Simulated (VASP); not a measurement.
# TePb (Pm-3m) in VASP: notebook, part 2 of 2

VASP 6.6.1. Earlier steps stand in the parts before.

**3. Single point, PBEsol**

INCAR

```
PREC = Accurate ; ENCUT = 520
EDIFF = 1E-7 ; ISMEAR = -1
SIGMA = 0.05 ; LREAL = False
LASPH = True ; NELM = 60
ALGO = Normal ; ISIF = 2
LWAVE = False ; LCHARG = False
GGA = PS ; NBANDS = 17
```

KPOINTS

```
regular mesh
0
Gamma
  10 10 10
```

POSCAR

```
TePb
1.0
    3.9072401056      0.0000000000      0.0000000000
    0.0000000000      3.9072401056      0.0000000000
    0.0000000000      0.0000000000      3.9072401056
Te Pb
1 1
Direct
    0.5000000000      0.5000000000      0.5000000000
    0.0000000000      0.0000000000      0.0000000000
```

Potentials or basis: VASP PAW PBE potentials, release 64 (Te, Pb_d).

Started as:

```bash
> cat potpaw_PBE.64/Te/POTCAR potpaw_PBE.64/Pb_d/POTCAR > POTCAR
> mpirun -np 1 vasp_std > vasp.out
```

OUTCAR:

```text
PREC = Accurate
   ENCUT = 520
   EDIFF = 1E-7
   ISMEAR = -1
   LREAL = False
   LASPH = True
   NELM = 60
   ISIF = 2
   GGA = PS

 ion  position               nearest neighbor table
   1  0.500  0.500  0.500-   2 3.38   2 3.38   2 3.38   2 3.38   2 3.38   2 3.38   2 3.38   2 3.38

   2  0.000  0.000  0.000-   1 3.38   1 3.38   1 3.38   1 3.38   1 3.38   1 3.38   1 3.38   1 3.38

  LATTYP: Found a simple cubic cell.
 ALAT       =     3.9072401056

  Lattice vectors:

 A1 = (   3.9072401056,   0.0000000000,   0.0000000000)
 A2 = (   0.0000000000,   3.9072401056,   0.0000000000)
 A3 = (   0.0000000000,   0.0000000000,   3.9072401056)

Analysis of symmetry for initial positions (statically):
=====================================================================
 Subroutine PRICEL returns:
 Original cell was already a primitive cell.

 Routine SETGRP: Setting up the symmetry group for a
 simple cubic supercell.

 Subroutine GETGRP returns: Found 48 space group operations
 (whereof 48 operations were pure point group operations)
 out of a pool of 48 trial point group operations.

The static configuration has the point symmetry O_h .

Analysis of symmetry for dynamics (positions and initial velocities):
=====================================================================
 Subroutine PRICEL returns:
 Original cell was already a primitive cell.

 Routine SETGRP: Setting up the symmetry group for a
 simple cubic supercell.

 Subroutine GETGRP returns: Found 48 space group operations
 (whereof 48 operations were pure point group operations)
 out of a pool of 48 trial point group operations.

The dynamic configuration has the point symmetry O_h .

[... 103 lines left out ...]
   NFREE  =      0    steps in history (QN), initial steepest desc. (CG)
   ISIF   =      2    stress and relaxation
   ISYM   =      2    0-nonsym 1-usesym 2-fastsym
   POTIM  = 0.5000    time-step for ionic-motion
   TEBEG  =    0.0;   TEEND  =   0.0 temperature during run
   PSTRESS=    0.0 pullay stress
   NELECT =      20.0000    total number of electrons
   NUPDOWN=      -1.0000    fix difference up-down
   EMIN   =  10.00;   EMAX   =-10.00  energy-range for DOS
   EFERMI =   0.00;   METHOD = LEGACY
   ISMEAR =    -1;   SIGMA  =   0.05  broadening in eV -4-tet -1-fermi 0-gaus
   EFERMI_NEDOS =   21; number of points for ismear=-14 and -15
   IALGO  =     38    algorithm
   IMIX   =      4    mixing-type and parameters
     AMIX     =   0.40;   BMIX     =  1.00
     AMIX_MAG =   1.60;   BMIX_MAG =  1.00
  volume/ion in A,a.u.               =      29.82       201.27
  Fermi-wavevector in a.u.,A,eV,Ry     =   1.137317  2.149217 17.598988  1.293489
  Thomas-Fermi vector in A             =   2.274022
   LORBIT       =      0    0 simple, 1 ext, 2 COOP (PROOUT), +10 PAW based schemes
   GGA     = PS    functional components
   LHFCALC =     F    Hartree Fock is set to
   AEXX    =    0.0000 exact exchange contribution
   IVDW    =     0    specifies the selected vdW correction
   LEPSILON=     F    determine dielectric tensor
   LRPA    =     F    only Hartree local field effects (RPA)
 non-spin polarized calculation
  energy-cutoff  :      520.00
  volume of cell :       59.65
 maximum number of plane-waves:      1640
 NGX is ok and might be reduce to    30
   NGX = 15   NGY = 15   NGZ = 15

 number of electron      19.9999993 magnetization

 Free energy of the ion-electron system (eV)
  ---------------------------------------------------
  ext. energy  EPLUGINS =         0.00000000
  ---------------------------------------------------
  free energy    TOTEN  =        -7.88343116 eV

  energy without entropy =       -7.87264978  energy(sigma->0) =       -7.87804047

 E-fermi :   6.9747     XC(G=0): -10.1671

 val. band max:        6.9509979441   @ k =   0.4000   0.4000   0.3000
 cond. band min:       6.9770271937   @ k =   0.3000   0.1000   0.1000
 fundamental gap:      0.0260292497
 Fermi energy:         6.9746956134

 k-point     1 :       0.0000    0.0000    0.0000
  band No.  band energies     occupation
      1      -9.9472      2.00000
      2      -9.9472      2.00000
      3      -9.8426      2.00000
      4      -9.8426      2.00000
      5      -9.8426      2.00000
      6      -5.6128      2.00000
[... 457 lines left out ...]
      4      -9.8689      2.00000
      5      -9.8472      2.00000
      6      -4.6944      2.00000
[... 9 lines left out ...]
     16      16.0122      0.00000
     17      16.0501      0.00000

 [... further k-points ...]
[... 5 lines left out ...]
  --------------------------------------------------------------------------------------
  -------------------------------------------------------------------------------------
  Total       -0.0009692     -0.0009692     -0.0009692      0.0000000     -0.0000000     -0.0000000
  in kB       -0.0260313     -0.0260313     -0.0260313      0.0000000     -0.0000000     -0.0000000
  external PRESSURE =      -0.0260313 kB  Pullay stress =       0.0000000 kB

 VOLUME and BASIS-vectors are now :
 -----------------------------------------------------------------------------
  energy-cutoff  :      520.00
  volume of cell :       59.65
      direct lattice vectors                 reciprocal lattice vectors
     3.907240106  0.000000000  0.000000000     0.255935129  0.000000000  0.000000000
     0.000000000  3.907240106  0.000000000     0.000000000  0.255935129  0.000000000
     0.000000000  0.000000000  3.907240106     0.000000000  0.000000000  0.255935129

 POSITION                                       TOTAL-FORCE (eV/Angst)
 -----------------------------------------------------------------------------------
      1.95362      1.95362      1.95362         0.000000      0.000000      0.000000
      0.00000      0.00000      0.00000         0.000000      0.000000      0.000000
 -----------------------------------------------------------------------------------
    total drift:                               -0.000000     -0.000000     -0.000000

  FREE ENERGIE OF THE ION-ELECTRON SYSTEM (eV)
  ---------------------------------------------------
  free  energy   TOTEN  =        -7.8834311602 eV

  energy  without entropy=       -7.8726497767  energy(sigma->0) =       -7.87804047
```

stdout:

```text
POSCAR found type information on POSCAR TePb
 POSCAR found :  2 types and       2 ions
 scaLAPACK will be used
 -----------------------------------------------------------------------------
|                                                                             |
|                                                                             |
|     You enforced a specific xc type in the INCAR file but a different       |
|     I HOPE YOU KNOW WHAT YOU ARE DOING!                                     |
|                                                                             |
 -----------------------------------------------------------------------------

 LDA part: xc-table for (Slater+PW92), standard interpolation
 POSCAR, INCAR and KPOINTS ok, starting setup
 FFT: planning ... GRIDC
 FFT: planning ... GRID_SOFT
 FFT: planning ... GRID
 WAVECAR not read
 entering main loop
```

Run time: 82 s. Hardware: 1 thread of AMD EPYC 7R13, shared host; peak memory 0.18 GiB.

What came out:

```
Free energy            : -7.8834 eV
Pressure               : 0.0 GPa
Band gap on the k mesh : zero (band 10 reaches 7.31 eV, above the bottom of band 11 at 5.78 eV)
```

Caveat: the PAW data sets were made with another functional, which shifts forces and pressure a little; spin-orbit coupling is left out, which moves the levels of the heavy elements.

**4. Relaxation of cell and atoms, PBEsol**

INCAR

```
SYSTEM = TePb
PREC = Accurate ; ENCUT = 600
EDIFF = 1E-7 ; ISMEAR = -1
SIGMA = 0.05 ; LREAL = .FALSE.
LASPH = .TRUE. ; NELM = 80
ALGO = Normal ; ISIF = 3
LWAVE = .FALSE. ; LCHARG = .FALSE.
GGA = PS ; IBRION = 2
NSW = 32 ; EDIFFG = -0.005
```

KPOINTS

```
Automatic mesh
0
G
  10 10 10
  0 0 0
```

POSCAR is that of step 3.

Started as:

```bash
> cat potpaw_PBE.64/Te/POTCAR potpaw_PBE.64/Pb_d/POTCAR > POTCAR
> mpirun -np 1 vasp_std > vasp.out
```

Run time: 74 s. Hardware: 1 thread of AMD EPYC 7R13, shared host; peak memory 0.19 GiB.

The run converged. Its results:

| Quantity | Value |
| --- | --- |
| Free energy | -7.8835 eV |
| Relaxed volume | 29.86 Å³/atom |
| Relaxed cell | a = 3.909 Å, b = 3.909 Å, c = 3.909 Å, α = 90.00°, β = 90.00°, γ = 90.00° |
| Space group after relaxing (to 0.05 Å) | Pm-3m (No. 221) |
| Energy gained by relaxing | 0.0 meV/atom |
| Ionic steps | 2 |
| Pressure after relaxing | 0.0 GPa |
| Band gap on the k mesh | zero (band 10 reaches 7.29 eV, above the bottom of band 11 at 5.77 eV) |

Final structure:
```
Te Pb
1.0
     3.90862    0.00000    0.00000
     0.00000    3.90862    0.00000
     0.00000    0.00000    3.90862
Te Pb
1 1
Direct
  0.50000 0.50000 0.50000
  0.00000 0.00000 0.00000
```

Levels at points of the mesh, in eV from the Fermi level:
```
           k point  band 8  band 9  band 10  band 11  band 12  band 13
(0.00, 0.00, 0.00)   -1.65   -1.65    -1.65     3.95     3.95     5.80
(0.50, 0.00, 0.00)   -0.55   -0.07    -0.07     0.33     2.48     2.48
(0.50, 0.50, 0.00)   -4.73   -4.73     0.33     3.84     4.00     4.00
(0.50, 0.50, 0.50)   -2.64   -2.64    -2.64    -1.19    -1.19    -1.19
```

Caveat: the PAW data sets were made with another functional, which shifts forces and pressure a little; spin-orbit coupling is left out, which moves the levels of the heavy elements.

**5. Relaxation of cell and atoms, PBEsol**

This run uses another cell than the first one, of 32.05 Å³/atom, 1.075 times its volume.

INCAR

```
PREC = Accurate
ENCUT = 600
EDIFF = 1E-6
ISMEAR = -1
SIGMA = 0.05
LREAL = False
LASPH = True
NELM = 100
ALGO = Normal
ISIF = 3
LWAVE = False
LCHARG = False
GGA = PS
IBRION = 2
NSW = 70
EDIFFG = -0.005
```

KPOINTS

```
Automatic mesh
0
Gamma
  10 10 10
```

POSCAR

```
TePb
1.0
    4.0022870000      0.0000000000      0.0000000000
    0.0000000000      4.0022870000      0.0000000000
    0.0000000000      0.0000000000      4.0022870000
Te Pb
1 1
Direct
    0.5000000000      0.5000000000      0.5000000000
    0.0000000000      0.0000000000      0.0000000000
```

Started as:

```bash
> cat potpaw_PBE.64/Te/POTCAR potpaw_PBE.64/Pb_d/POTCAR > POTCAR
> mpirun -np 1 vasp_std > vasp.out
```

Run time: 2.1 min. Hardware: 1 thread of AMD EPYC 7R13, shared host; peak memory 0.2 GiB.

Results (log left out):

```yaml
Free_energy: -7.8837 eV
Relaxed_volume: 29.85 Å³/atom
Relaxed_cell: a = 3.908 Å, b = 3.908 Å, c = 3.908 Å, α = 90.00°, β = 90.00°, γ = 90.00°
Space_group_after_relaxing_to_0.05_Å: Pm-3m (No. 221)
Energy_gained_by_relaxing: 21.0 meV/atom
Ionic_steps: 3
Pressure_after_relaxing: 0.0 GPa
Band_gap_on_the_k_mesh: zero (band 10 reaches 7.29 eV, above the bottom of band 11 at 5.77 eV)
```

Step by step:
| step | energy change (eV) | largest force (eV/Å) | pressure (GPa) | volume (Å³) |
| --- | --- | --- | --- | --- |
| 1 | 0.0000 | 0.0000 | -2.87 | 64.11 |
| 2 | -0.0404 | 0.0000 | 0.64 | 58.92 |
| 3 | -0.0419 | 0.0000 | 0.00 | 59.70 |

Final structure:
```cif
data_structure
_symmetry_space_group_name_H-M 'P 1'
_symmetry_Int_Tables_number 1
_cell_length_a 3.9084
_cell_length_b 3.9084
_cell_length_c 3.9084
_cell_angle_alpha 90.000
_cell_angle_beta 90.000
_cell_angle_gamma 90.000
_cell_volume 59.70
loop_
_atom_site_label
_atom_site_type_symbol
_atom_site_fract_x
_atom_site_fract_y
_atom_site_fract_z
_atom_site_occupancy
Te1 Te 0.50000 0.50000 0.50000 1
Pb1 Pb 0.00000 0.00000 0.00000 1
```

Levels at points of the mesh, in eV from the Fermi level:
```
           k point  band 7  band 8  band 9  band 10  band 11  band 12  band 13  band 14
(0.00, 0.00, 0.00)   -6.48   -1.65   -1.65    -1.65     3.95     3.95     5.81     5.81
(0.50, 0.00, 0.00)   -9.24   -0.55   -0.07    -0.07     0.34     2.48     2.48     5.26
(0.50, 0.50, 0.00)   -7.86   -4.73   -4.73     0.33     3.84     4.00     4.00     6.20
(0.50, 0.50, 0.50)   -6.97   -2.64   -2.64    -2.64    -1.19    -1.19    -1.19    14.34
```

Caveat: the PAW data sets were made with another functional, which shifts forces and pressure a little; spin-orbit coupling is left out, which moves the levels of the heavy elements.

**6. Summary**

| task | cell | cutoff (eV) | gap on the mesh (eV) | pressure (GPa) | relaxed volume (Å³/atom) |
| --- | --- | --- | --- | --- | --- |
| single point | a = 3.907 Å, 2 atoms | 520 | none | 0.0 | - |
| relaxation of cell and atoms | relaxed from a = 3.907 Å, 2 atoms | 600 | none | 0.0 | 29.86 |
| relaxation of cell and atoms | relaxed from a = 4.002 Å, 2 atoms | 600 | none | 0.0 | 29.85 |

Alike in all rows: level PBEsol; potentials or basis VASP PAW PBE potentials, release 64 (Te, Pb_d); no spin polarisation; k mesh 10 × 10 × 10; smearing fermi-dirac 0.05 eV.

Caveats: the PAW data sets were made with another functional, which shifts forces and pressure a little; spin-orbit coupling is left out, which moves the levels of the heavy elements.

Total energies depend on the potentials used, so only differences within one code and one set of settings carry meaning.
